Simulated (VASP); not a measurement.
# Cu2Ni (P-62m) in VASP: a series of runs, part 5 of 5

VASP 6.6.1. Earlier steps stand in the parts before.

### Step 6. Single point, PBE, collinear spin, ferromagnetic start

This run uses another cell than the first one: it holds 6 atoms, not 12.

File INCAR:

```
SYSTEM = Cu2Ni
  PREC = Accurate
  ENCUT = 520
  EDIFF = 1E-6
  ISMEAR = 0
  SIGMA = 0.1
  LREAL = .False.
  LASPH = .True.
  NELM = 150
  ALGO = Normal
  ISIF = 2
  LWAVE = .False.
  LCHARG = .False.
  ISPIN = 2
  MAGMOM = 0 0 0 0 2 2
  LORBIT = 11
  LMAXMIX = 4
  GGA = PE
  NBANDS = 45
```

File KPOINTS:

```
Automatic mesh
0
Gamma
  6 6 4
  0 0 0
```

File POSCAR:

```
Cu2Ni
1.0
    4.4176703200      0.0000000000      0.0000000000
   -2.2088351600      3.8258147200      0.0000000000
    0.0000000000      0.0000000000      4.2126729600
Cu Ni
4 2
Direct
    0.0000000000      0.0000000000      0.0000000000
    0.0000000000      0.3333333300      0.5000000000
    0.6666666700      0.6666666700      0.5000000000
    0.3333333300      0.0000000000      0.5000000000
    0.6666666700      0.3333333300      0.0000000000
    0.3333333300      0.6666666700      0.0000000000
```

Potentials or basis: VASP PAW PBE potentials, release 64 (Cu, Ni).

On the command line:

```sh
$ cat potpaw_PBE.64/Cu/POTCAR potpaw_PBE.64/Ni/POTCAR > POTCAR
$ mpirun -np 1 vasp_std > vasp.out
```

OUTCAR:

```text
SYSTEM = Cu2Ni
   PREC = Accurate
   ENCUT = 520
   EDIFF = 1E-6
   ISMEAR = 0
   LREAL = .False.
   LASPH = .True.
   NELM = 150
   ISIF = 2
   ISPIN = 2
   LORBIT = 11
   GGA = PE

 ion  position               nearest neighbor table
   1  0.000  0.000  0.000-   5 2.55   6 2.55   6 2.55   5 2.55   5 2.55   6 2.55   2 2.57   3 2.57
                             2 2.57   3 2.57   4 2.57   4 2.57
   2  0.000  0.333  0.500-   3 2.55   4 2.55   4 2.55   3 2.55   3 2.55   4 2.55   1 2.57   1 2.57
                             5 2.57   5 2.57   6 2.57   6 2.57
   3  0.667  0.667  0.500-   2 2.55   4 2.55   4 2.55   4 2.55   2 2.55   2 2.55   1 2.57   1 2.57
                             5 2.57   5 2.57   6 2.57   6 2.57
   4  0.333  0.000  0.500-   2 2.55   3 2.55   2 2.55   3 2.55   2 2.55   3 2.55   6 2.57   6 2.57
                             1 2.57   1 2.57   5 2.57   5 2.57
   5  0.667  0.333  0.000-   6 2.55   1 2.55   6 2.55   1 2.55   1 2.55   6 2.55   2 2.57   2 2.57
                             4 2.57   4 2.57   3 2.57   3 2.57
   6  0.333  0.667  0.000-   5 2.55   1 2.55   5 2.55   1 2.55   1 2.55   5 2.55   4 2.57   4 2.57
                             2 2.57   2 2.57   3 2.57   3 2.57

  LATTYP: Found a hexagonal cell.
 ALAT       =     4.4176703200
 C/A-ratio  =     0.9535960483

  Lattice vectors:

 A1 = (   4.4176703200,   0.0000000000,   0.0000000000)
 A2 = (  -2.2088351600,   3.8258147200,   0.0000000000)
 A3 = (   0.0000000000,   0.0000000000,   4.2126729600)

Analysis of symmetry for initial positions (statically):
=====================================================================
 Subroutine PRICEL returns:
 Original cell was already a primitive cell.

 Routine SETGRP: Setting up the symmetry group for a
 hexagonal supercell.

 Subroutine GETGRP returns: Found 12 space group operations
 (whereof 12 operations were pure point group operations)
 out of a pool of 24 trial point group operations.

The static configuration has the point symmetry D_3h.

Analysis of symmetry for dynamics (positions and initial velocities):
=====================================================================
 Subroutine PRICEL returns:
 Original cell was already a primitive cell.

 Routine SETGRP: Setting up the symmetry group for a
 hexagonal supercell.

 Subroutine GETGRP returns: Found 12 space group operations
 (whereof 12 operations were pure point group operations)
 out of a pool of 24 trial point group operations.

The dynamic configuration has the point symmetry D_3h.

Analysis of structural, dynamic, and magnetic symmetry:
=====================================================================
 Subroutine PRICEL returns:
 Original cell was already a primitive cell.

 Routine SETGRP: Setting up the symmetry group for a
 hexagonal supercell.

 Subroutine GETGRP returns: Found 12 space group operations
 (whereof 12 operations were pure point group operations)
 out of a pool of 24 trial point group operations.

The overall configuration has the point symmetry D_3h.

 Subroutine INISYM returns: Found 12 space group operations
 (whereof 12 operations are pure point group operations),
 and found     1 'primitive' translations

----------------------------------------------------------------------------------------

                                     Primitive cell

  volume of cell :      71.1992

  direct lattice vectors                    reciprocal lattice vectors
     4.417670320  0.000000000  0.000000000     0.226363655  0.130691117  0.000000000
[... 102 lines left out ...]
   NUPDOWN=      -1.0000    fix difference up-down
   EMIN   =  10.00;   EMAX   =-10.00  energy-range for DOS
   EFERMI =   0.00;   METHOD = LEGACY
   ISMEAR =     0;   SIGMA  =   0.10  broadening in eV -4-tet -1-fermi 0-gaus
   EFERMI_NEDOS =   21; number of points for ismear=-14 and -15
   IALGO  =     38    algorithm
   IMIX   =      4    mixing-type and parameters
     AMIX     =   0.40;   BMIX     =  1.00
     AMIX_MAG =   1.60;   BMIX_MAG =  1.00
  volume/ion in A,a.u.               =      11.87        80.08
  Fermi-wavevector in a.u.,A,eV,Ry     =   1.579949  2.985671 33.963406  2.496240
  Thomas-Fermi vector in A             =   2.680251
   LORBIT       =     11    0 simple, 1 ext, 2 COOP (PROOUT), +10 PAW based schemes
   GGA     = PE    functional components
   LHFCALC =     F    Hartree Fock is set to
   AEXX    =    0.0000 exact exchange contribution
   IVDW    =     0    specifies the selected vdW correction
   LEPSILON=     F    determine dielectric tensor
   LRPA    =     F    only Hartree local field effects (RPA)
 spin polarized calculation
 Gauss-broadening in eV      SIGMA  =   0.10
  energy-cutoff  :      520.00
  volume of cell :       71.20
 maximum number of plane-waves:      1936
 NGX is ok and might be reduce to    36

 number of electron      63.9999958 magnetization       0.0006565

 Free energy of the ion-electron system (eV)
  ---------------------------------------------------
  ext. energy  EPLUGINS =         0.00000000
  ---------------------------------------------------
  free energy    TOTEN  =       -25.71416639 eV

  energy without entropy =      -25.69259595  energy(sigma->0) =      -25.70338117

 E-fermi :   7.5747     XC(G=0): -12.7068

 val. band max:        7.5593329388   @ k =   0.3333   0.1667   0.2500
 cond. band min:       7.5863975775   @ k =   0.3333   0.1667   0.0000
 fundamental gap:      0.0270646387
 Fermi energy:         7.5747154466

 spin component 1

 k-point     1 :       0.0000    0.0000    0.0000
  band No.  band energies     occupation
      1      -1.2852      1.00000
      2       2.9450      1.00000
      3       3.8462      1.00000
      4       3.8758      1.00000
      5       3.8758      1.00000
      6       4.0307      1.00000
[... 976 lines left out ...]
     43      23.0066      0.00000
     44      23.0215      0.00000
 Fermi energy:         7.5747154466

 spin component 2

 k-point     1 :       0.0000    0.0000    0.0000
  band No.  band energies     occupation
      1      -1.2852      1.00000
      2       2.9451      1.00000
      3       3.8463      1.00000
      4       3.8758      1.00000
      5       3.8758      1.00000
      6       4.0307      1.00000
[... 976 lines left out ...]
     43      23.0065      0.00000
     44      23.0214      0.00000
 [bands above 44 left out]

------------------------ aborting loop because EDIFF is reached ----------------------------------------

  FORCE on cell =-STRESS in cart. coord.  units (eV):
  Direction    XX          YY          ZZ          XY          YZ          ZX
  --------------------------------------------------------------------------------------
  -------------------------------------------------------------------------------------
  Total       -1.6360152     -1.6360152     -1.7438407      0.0000000      0.0000000      0.0000000
  in kB      -36.8148421    -36.8148420    -39.2412109      0.0000000      0.0000000      0.0000000
  external PRESSURE =     -37.6236317 kB  Pullay stress =       0.0000000 kB

 VOLUME and BASIS-vectors are now :
 -----------------------------------------------------------------------------
  energy-cutoff  :      520.00
  volume of cell :       71.20
      direct lattice vectors                 reciprocal lattice vectors
     4.417670320  0.000000000  0.000000000     0.226363655  0.130691117  0.000000000
    -2.208835160  3.825814720  0.000000000     0.000000000  0.261382234  0.000000000
     0.000000000  0.000000000  4.212672960     0.000000000  0.000000000  0.237378978

 POSITION                                       TOTAL-FORCE (eV/Angst)
 -----------------------------------------------------------------------------------
      0.00000      0.00000      0.00000        -0.000000      0.000000     -0.000000
     -0.73628      1.27527      2.10634        -0.088462      0.153220      0.000000
      1.47256      2.55054      2.10634        -0.088462     -0.153220     -0.000000
      1.47256      0.00000      2.10634         0.176924     -0.000000     -0.000000
      2.20884      1.27527      0.00000        -0.000000     -0.000000     -0.000000
     -0.00000      2.55054      0.00000        -0.000000      0.000000     -0.000000
 -----------------------------------------------------------------------------------
    total drift:                               -0.000001     -0.000001     -0.000000

  FREE ENERGIE OF THE ION-ELECTRON SYSTEM (eV)
  ---------------------------------------------------
  free  energy   TOTEN  =       -25.7141663895 eV

  energy  without entropy=      -25.6925959521  energy(sigma->0) =      -25.70338117

 total charge

# of ion       s       p       d       tot
------------------------------------------
    1        0.454   0.383   9.153   9.990
    2        0.442   0.374   9.172   9.988
    3        0.442   0.374   9.172   9.988
    4        0.442   0.374   9.172   9.988
    5        0.448   0.399   8.361   9.207
    6        0.448   0.399   8.361   9.207
--------------------------------------------------
tot          2.676   2.303  53.390  58.370

 magnetization (x)

# of ion       s       p       d       tot
------------------------------------------
    1       -0.000  -0.000   0.000   0.000
    2        0.000  -0.000  -0.000  -0.000
    3        0.000  -0.000  -0.000  -0.000
    4        0.000  -0.000  -0.000  -0.000
    5       -0.000  -0.000   0.000   0.000
    6       -0.000  -0.000   0.000   0.000
--------------------------------------------------
tot         -0.000  -0.000   0.001   0.001
```

It took 5.1 min on 1 thread of Intel Xeon 8259CL, shared host; peak memory 0.28 GiB.

Results:

```yaml
Free_energy: -25.7142 eV
Pressure: -3.8 GPa
Largest_force: 0.177 eV/Å
Band_gap_on_the_k_mesh: zero (filled and empty bands overlap)
Net_moment: 0.00 μB per cell
Valence_electrons_inside_the_program's_atomic_spheres: Cu 9.99; Ni 9.21
```

Forces in eV/Å, atoms in the order of the input:
```
Cu   0.000  0.000  0.000
Cu  -0.088  0.153  0.000
Cu  -0.088 -0.153  0.000
Cu   0.177  0.000  0.000
Ni   0.000  0.000  0.000
Ni   0.000  0.000  0.000
```

Stress tensor (GPa, compression positive):
```
-3.68  0.00  0.00
 0.00 -3.68  0.00
 0.00  0.00 -3.92
```

Caveat: the k points lie up to 0.37 Å⁻¹ apart, too coarse for converged energies and pressures of a metal.
